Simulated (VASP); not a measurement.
Runs of VASP 6.6.1 on Rh. The structure is that of space group P6_3/mmc (No. 194), or close to it. The cells are those of the table. 

```tsv
task	level	potentials or basis	cell	cutoff (eV)	gap on the mesh (eV)	pressure (GPa)	relaxed volume (Å³/atom)
single point	PBEsol	VASP PAW PBE potentials, release 64 (Rh_pv)	a = 2.677, b = 2.677, c = 8.714 Å, angles 90.0, 90.0, 120.0°, 4 atoms	520	none	0.0	-
single point	LDA	VASP PAW LDA potentials, release 64 (Rh_pv)	a = 2.658, b = 2.658, c = 8.655 Å, angles 90.0, 90.0, 120.0°, 4 atoms	520	none	0.9	-
single point	PBEsol+D3(BJ)	VASP PAW PBE potentials, release 64 (Rh_pv)	a = 2.654, b = 2.654, c = 8.645 Å, angles 90.0, 90.0, 120.0°, 4 atoms	520	none	0.0	-
relaxation of cell and atoms	PBEsol	VASP PAW PBE potentials, release 64 (Rh_pv)	relaxed from a = 2.692, b = 2.692, c = 8.798 Å, angles 90.0, 90.0, 120.0°, 4 atoms	600	none	0.1	(a)
relaxation of cell and atoms	PBEsol+D3(BJ)	VASP PAW PBE potentials, release 64 (Rh_pv)	relaxed from a = 2.692, b = 2.692, c = 8.798 Å, angles 90.0, 90.0, 120.0°, 4 atoms	600	none	-0.1	13.19
relaxation of cell and atoms	LDA	VASP PAW LDA potentials, release 64 (Rh_pv)	relaxed from a = 2.692, b = 2.692, c = 8.798 Å, angles 90.0, 90.0, 120.0°, 4 atoms	600	none	0.2	13.27
```

Alike in all rows: no spin polarisation; k mesh 9 × 9 × 3; smearing methfessel-paxton 0.1 eV.

Q: Fill in the values left out.

A: (a) 13.50.

Caveats: the PAW data sets were made with another functional, which shifts forces and pressure a little (some runs); pairwise dispersion overbinds metals, which lowers pressure and volume (some runs).

A k mesh can miss the band edges, and the runs leave out spin-orbit coupling on Rh.

A gap of «none» marks levels without a gap at the run's occupations.
